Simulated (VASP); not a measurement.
The system is Pd.

```
CELL_PARAMETERS angstrom
-1.56173 1.56173 1.56173
1.56173 -1.56173 1.56173
1.56173 1.56173 -1.56173
ATOMIC_POSITIONS crystal
Pd 0.00000 0.00000 0.00000
```

Base run:

```yaml
Program: VASP 6.6.1
Functional: r2SCAN
Potentials_or_basis: VASP PAW PBE potentials, release 64 (Pd)
Cutoff: 520 eV
k_mesh: 12 × 12 × 12
Occupations: fermi-dirac, width 0.05 eV
Spin: no spin polarisation
```

Its results: band gap on the k mesh zero (band 5 reaches 9.68 eV, above the bottom of band 6 at 7.97 eV); pressure -1.8 GPa.

Task: The run is repeated on the same cell with these changes: functional from r2SCAN to PBE; further incar settings from ALGO = Normal; EDIFF = 1e-06; NBANDS = 11 to ALGO = Normal; EDIFF = 1e-07; NBANDS = 11. What comes out?

Result: Band gap on the k mesh zero (band 5 reaches 9.82 eV, above the bottom of band 6 at 8.22 eV); pressure 1.9 GPa.

Caveats: the PAW data sets were made with another functional, which shifts forces and pressure a little (some runs).
